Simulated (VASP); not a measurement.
# MgSi8 (P4/mmm) in VASP: relaxation of cell and atoms with PBE

Aim: the relaxation of cell and atoms of MgSi8 with PBE.

Program: VASP 6.6.1. These are calculated values, not measurements. Logs are shortened: lines on timing, memory, paths and dates and some standing lists are left out, and cuts for length are marked.

**1. The cell of the first run**

It takes space group P4/mmm (No. 123, tetragonal). Conventional cell: a = 6.915 Å, b = 6.915 Å, c = 5.266 Å, α = 90.00°, β = 90.00°, γ = 90.00°. Within 4.1 Å of Mg (site symmetry 4/mmm) lie 16 Si at 3.13 to 3.63 Å. Within 2.9 Å of Si (site symmetry 2mm) lie 3 Si at 2.21 to 2.34 Å. Si (site symmetry m2m) has 4 Si at 2.34 to 2.39 Å and 2 Mg at 3.13 Å within 3.2 Å.

The cell was generated, and may not be a known phase.

**2. Relaxation of cell and atoms, PBE**

Input file INCAR:

```
SYSTEM = MgSi8
ALGO = Normal
EDIFF = 1E-7
EDIFFG = -0.01
ENCUT = 600
GGA = PE
GGA_COMPAT = .FALSE.
IBRION = 2
ISIF = 3
ISMEAR = 0
LASPH = .TRUE.
LCHARG = .FALSE.
LREAL = .FALSE.
LWAVE = .FALSE.
NELM = 120
NELMIN = 4
NSW = 100
PREC = Accurate
SIGMA = 0.1
```

Input file KPOINTS:

```
k-points
0
G
  6 6 8
  0 0 0
```

Input file POSCAR:

```
MgSi8
1.0
    6.9151326094      0.0000000000      0.0000000000
    0.0000000000      6.9151326094      0.0000000000
    0.0000000000      0.0000000000      5.2656440969
Mg Si
1 8
Direct
    0.0000000000      0.0000000000      0.0000000000
    0.5000000000      0.0000000000      0.7905743094
    0.0000000000      0.5000000000      0.7905743094
    0.2440276310      0.0000000000      0.5000000000
    0.7559723690      0.0000000000      0.5000000000
    0.0000000000      0.2440276310      0.5000000000
    0.0000000000      0.7559723690      0.5000000000
    0.5000000000      0.0000000000      0.2094256906
    0.0000000000      0.5000000000      0.2094256906
```

Potentials or basis: VASP PAW PBE potentials, release 64 (Mg, Si).

Command:

```bash
cat potpaw_PBE.64/Mg/POTCAR potpaw_PBE.64/Si/POTCAR > POTCAR
mpirun -np 1 vasp_std > vasp.out
```

OUTCAR:

```text
SYSTEM = MgSi8
   EDIFF = 1E-7
   EDIFFG = -0.01
   ENCUT = 600
   GGA = PE
   IBRION = 2
   ISIF = 3
   ISMEAR = 0
   LASPH = .TRUE.
   LREAL = .FALSE.
   NELM = 120
   NELMIN = 4
   NSW = 100
   PREC = Accurate

 ion  position               nearest neighbor table
   1  0.000  0.000  0.000-   4 3.13   5 3.13   6 3.13   7 3.13   4 3.13   5 3.13   6 3.13   7 3.13

   2  0.500  0.000  0.791-   8 2.21   5 2.34   4 2.34   8 3.06
   3  0.000  0.500  0.791-   9 2.21   7 2.34   6 2.34   9 3.06
   4  0.244  0.000  0.500-   2 2.34   8 2.34   7 2.39   6 2.39   1 3.13   1 3.13
   5  0.756  0.000  0.500-   2 2.34   8 2.34   7 2.39   6 2.39   1 3.13   1 3.13
   6  0.000  0.244  0.500-   3 2.34   9 2.34   5 2.39   4 2.39   1 3.13   1 3.13
   7  0.000  0.756  0.500-   3 2.34   9 2.34   5 2.39   4 2.39   1 3.13   1 3.13
   8  0.500  0.000  0.209-   2 2.21   4 2.34   5 2.34   2 3.06
   9  0.000  0.500  0.209-   3 2.21   6 2.34   7 2.34   3 3.06

  LATTYP: Found a simple tetragonal cell.
 ALAT       =     6.9151326094
 C/A-ratio  =     0.7614668285

  Lattice vectors:

 A1 = (   6.9151326094,   0.0000000000,   0.0000000000)
 A2 = (   0.0000000000,   6.9151326094,   0.0000000000)
 A3 = (   0.0000000000,   0.0000000000,   5.2656440969)

Analysis of symmetry for initial positions (statically):
=====================================================================
 Subroutine PRICEL returns:
 Original cell was already a primitive cell.

 Routine SETGRP: Setting up the symmetry group for a
 simple tetragonal supercell.

 Subroutine GETGRP returns: Found 16 space group operations
 (whereof 16 operations were pure point group operations)
 out of a pool of 16 trial point group operations.

The static configuration has the point symmetry D_4h.

Analysis of symmetry for dynamics (positions and initial velocities):
=====================================================================
 Subroutine PRICEL returns:
 Original cell was already a primitive cell.

 Routine SETGRP: Setting up the symmetry group for a
 simple tetragonal supercell.

 Subroutine GETGRP returns: Found 16 space group operations
 (whereof 16 operations were pure point group operations)
 out of a pool of 16 trial point group operations.

The dynamic configuration has the point symmetry D_4h.

 Subroutine INISYM returns: Found 16 space group operations
 (whereof 16 operations are pure point group operations),
 and found     1 'primitive' translations

----------------------------------------------------------------------------------------

                                     Primitive cell

  volume of cell :     251.7981

  direct lattice vectors                    reciprocal lattice vectors
     6.915132609  0.000000000  0.000000000     0.144610387  0.000000000  0.000000000
     0.000000000  6.915132609  0.000000000     0.000000000  0.144610387  0.000000000
     0.000000000  0.000000000  5.265644097     0.000000000  0.000000000  0.189910290

  length of vectors
     6.915132609  6.915132609  5.265644097     0.144610387  0.144610387  0.189910290

  position of ions in fractional coordinates (direct lattice)
     0.000000000  0.000000000  0.000000000
     0.500000000  0.000000000  0.790574309
     0.000000000  0.500000000  0.790574309
     0.244027631  0.000000000  0.500000000
     0.755972369  0.000000000  0.500000000
     0.000000000  0.244027631  0.500000000
     0.000000000  0.755972369  0.500000000
     0.500000000  0.000000000  0.209425691
     0.000000000  0.500000000  0.209425691

  ion indices of the primitive-cell ions
   primitive index   ion index
                 1           1
                 2           2
                 3           3
                 4           4
                 5           5
                 6           6
                 7           7
                 8           8
                 9           9

----------------------------------------------------------------------------------------

 KPOINTS: k-points

Automatic generation of k-mesh.
 Grid dimensions read from file:
 generate k-points for:    6    6    8

 Generating k-lattice:

  Cartesian coordinates                     Fractional coordinates (reciprocal lattice)
     0.024101731  0.000000000  0.000000000     0.166666667  0.000000000  0.000000000
     0.000000000  0.024101731  0.000000000     0.000000000  0.166666667  0.000000000
     0.000000000  0.000000000  0.023738786     0.000000000  0.000000000  0.125000000

  Length of vectors
     0.024101731  0.024101731  0.023738786

  Shift w.r.t. Gamma in fractional coordinates (k-lattice)
     0.000000000  0.000000000  0.000000000

 Subroutine IBZKPT returns following result:
 ===========================================

 Found     50 irreducible k-points:

 Following reciprocal coordinates:
            Coordinates               Weight
  0.000000  0.000000  0.000000      1.000000
  0.166667  0.000000  0.000000      4.000000
  0.333333  0.000000  0.000000      4.000000
  0.500000  0.000000  0.000000      2.000000
  0.166667  0.166667  0.000000      4.000000
  0.333333  0.166667  0.000000      8.000000
[... 16 lines left out ...]
  0.333333  0.000000  0.250000      8.000000
  0.500000  0.000000  0.250000      4.000000
 [... further k-points ...]
   k-points           NKPTS =     50   k-points in BZ     NKDIM =     50   number of bands    NBANDS=     22
   number of dos      NEDOS =    301   number of ions     NIONS =      9
   total plane-waves  NPLWV = 131712
   dimension x,y,z NGX =    56 NGY =   56 NGZ =   42
   dimension x,y,z NGXF=   112 NGYF=  112 NGZF=   84
   ions per type =               1   8
   NGX,Y,Z   is equivalent  to a cutoff of  13.46, 13.46, 13.26 a.u.
   NGXF,Y,Z  is equivalent  to a cutoff of  26.93, 26.93, 26.52 a.u.
 SYSTEM =  MgSi8
   PREC   = accura    normal or accurate (medium, high low for compatibility)
   ISTART =      0    job   : 0-new  1-cont  2-samecut
   ICHARG =      2    charge: 1-file 2-atom 10-const
   ISPIN  =      1    spin polarized calculation?
   LNONCOLLINEAR =      F non collinear calculations
   LSORBIT =      F    spin-orbit coupling
   LASPH  =      T    aspherical Exc in radial PAW
   ENCUT  =  600.0 eV  44.10 Ry    6.64 a.u.  13.81 13.81 10.52*2*pi/ulx,y,z
   NELM   =    120;   NELMIN=  4; NELMDL= -5     # of ELM steps
   EDIFF  = 0.1E-06   stopping-criterion for ELM
   LREAL  =      F    real-space projection
   EDIFFG = -.1E-01   stopping-criterion for IOM
   NSW    =    100    number of steps for IOM
   IBRION =      2    ionic relax: 0-MD 1-quasi-New 2-CG
   NFREE  =      1    steps in history (QN), initial steepest desc. (CG)
   ISIF   =      3    stress and relaxation
   ISYM   =      2    0-nonsym 1-usesym 2-fastsym
   POTIM  = 0.5000    time-step for ionic-motion
   TEBEG  =    0.0;   TEEND  =   0.0 temperature during run
   PSTRESS=    0.0 pullay stress
   NELECT =      34.0000    total number of electrons
   NUPDOWN=      -1.0000    fix difference up-down
   EMIN   =  10.00;   EMAX   =-10.00  energy-range for DOS
   EFERMI =   0.00;   METHOD = LEGACY
   ISMEAR =     0;   SIGMA  =   0.10  broadening in eV -4-tet -1-fermi 0-gaus
   EFERMI_NEDOS =   21; number of points for ismear=-14 and -15
   IALGO  =     38    algorithm
   IMIX   =      4    mixing-type and parameters
     AMIX     =   0.40;   BMIX     =  1.00
     AMIX_MAG =   1.60;   BMIX_MAG =  1.00
  volume/ion in A,a.u.               =      27.98       188.80
  Fermi-wavevector in a.u.,A,eV,Ry     =   0.839879  1.587142  9.597516  0.705398
  Thomas-Fermi vector in A             =   1.954170
   LORBIT       =      0    0 simple, 1 ext, 2 COOP (PROOUT), +10 PAW based schemes
   GGA     = PE    functional components
   LHFCALC =     F    Hartree Fock is set to
   AEXX    =    0.0000 exact exchange contribution
   IVDW    =     0    specifies the selected vdW correction
   LEPSILON=     F    determine dielectric tensor
   LRPA    =     F    only Hartree local field effects (RPA)
 conjugate gradient relaxation of ions
 non-spin polarized calculation
 Gauss-broadening in eV      SIGMA  =   0.10
  energy-cutoff  :      600.00
  volume of cell :      251.80
 maximum number of plane-waves:      8464
 NGX is ok and might be reduce to    56
   NGX = 27   NGY = 27   NGZ = 21

--------------------------------------- Ionic step        1  -------------------------------------------

 number of electron      34.0000000 magnetization

 Free energy of the ion-electron system (eV)
  ---------------------------------------------------
  ext. energy  EPLUGINS =         0.00000000
  ---------------------------------------------------
  free energy    TOTEN  =       -40.33262398 eV

  energy without entropy =      -40.32197760  energy(sigma->0) =      -40.32730079

------------------------ aborting loop because EDIFF is reached ----------------------------------------

  FORCE on cell =-STRESS in cart. coord.  units (eV):
  Direction    XX          YY          ZZ          XY          YZ          ZX
  --------------------------------------------------------------------------------------
  -------------------------------------------------------------------------------------
  Total       -0.0246427     -0.0246427      1.6037290      0.0000000      0.0000000     -0.0000000
  in kB       -0.1567998     -0.1567998     10.2044369      0.0000000      0.0000000     -0.0000000
  external PRESSURE =       3.2969457 kB  Pullay stress =       0.0000000 kB
[... 200 lines left out ...]
  energy  without entropy=      -40.3278332900  energy(sigma->0) =      -40.33320656

--------------------------------------- Ionic step        6  -------------------------------------------

 number of electron      33.9999999 magnetization

 Free energy of the ion-electron system (eV)
  ---------------------------------------------------
  ext. energy  EPLUGINS =         0.00000000
  ---------------------------------------------------
  free energy    TOTEN  =       -40.33904805 eV

  energy without entropy =      -40.32842259  energy(sigma->0) =      -40.33373532

 E-fermi :   2.7042     XC(G=0):  -7.6429

 val. band max:        2.6897080667   @ k =   0.5000   0.0000   0.2500
 cond. band min:       2.7306144734   @ k =   0.5000   0.0000   0.5000
 fundamental gap:      0.0409064067
 Fermi energy:         2.7041729290

 k-point     1 :       0.0000    0.0000    0.0000
  band No.  band energies     occupation
      1      -8.9093      2.00000
      2      -7.5045      2.00000
      3      -5.5754      2.00000
      4      -5.2214      2.00000
      5      -5.2214      2.00000
      6      -3.2536      2.00000
[... 574 lines left out ...]
      6      -4.7355      2.00000
[... 14 lines left out ...]
     21       4.4325      0.00000
     22       4.9326      0.00000

 [... further k-points ...]
[... 5 lines left out ...]
  --------------------------------------------------------------------------------------
  -------------------------------------------------------------------------------------
  Total        0.0214903      0.0214903     -0.0130043      0.0000000      0.0000000      0.0000000
  in kB        0.1364286      0.1364286     -0.0825562      0.0000000      0.0000000      0.0000000
  external PRESSURE =       0.0634336 kB  Pullay stress =       0.0000000 kB
[... 24 lines left out ...]
  FREE ENERGIE OF THE ION-ELECTRON SYSTEM (eV)
  ---------------------------------------------------
  free  energy   TOTEN  =       -40.3390480499 eV

  energy  without entropy=      -40.3284225858  energy(sigma->0) =      -40.33373532

 reached required accuracy - stopping structural energy minimisation
```

It took 12 min on 1 thread of AMD EPYC 9R45 (Zen 5), shared host; peak memory 0.55 GiB.

Results:

```
Free energy                           : -40.3390 eV
Relaxed volume                        : 28.04 Å³/atom
Relaxed cell                          : a = 6.893 Å, b = 6.893 Å, c = 5.312 Å, α = 90.00°, β = 90.00°, γ = 90.00°
Space group after relaxing (to 0.1 Å) : P4/mmm (No. 123)
Energy gained by relaxing             : 0.7 meV/atom
Ionic steps                           : 6
Pressure after relaxing               : 0.0 GPa
Band gap on the k mesh                : zero (bands 17 and 18 overlap by 0.88 eV)
```

The path:
```csv
step,energy change (eV),largest force (eV/Å),pressure (GPa),volume (Å³)
1,0.0000,0.0720,0.33,251.80
2,-0.0032,0.1223,-0.28,253.90
3,-0.0047,0.0711,-0.06,253.13
4,-0.0057,0.0362,-0.05,252.94
5,-0.0060,0.0523,-0.04,252.77
6,-0.0064,0.0020,0.01,252.38
```

Final structure:
```yaml
crystal:
  lattice:
    - [6.89293, 0.00000, 0.00000]
    - [0.00000, 6.89293, 0.00000]
    - [0.00000, 0.00000, 5.31179]
  atoms:
    - { symbol: Mg, position: [0.00000, 0.00000, 0.00000] }
    - { symbol: Si, position: [0.50000, 0.00000, 0.79169] }
    - { symbol: Si, position: [0.00000, 0.50000, 0.79169] }
    - { symbol: Si, position: [0.24433, 0.00000, 0.50000] }
    - { symbol: Si, position: [0.75567, 0.00000, 0.50000] }
    - { symbol: Si, position: [0.00000, 0.24433, 0.50000] }
    - { symbol: Si, position: [0.00000, 0.75567, 0.50000] }
    - { symbol: Si, position: [0.50000, 0.00000, 0.20831] }
    - { symbol: Si, position: [0.00000, 0.50000, 0.20831] }
```

The gap in the log of VASP goes by the Fermi energy; the results here count the filled bands.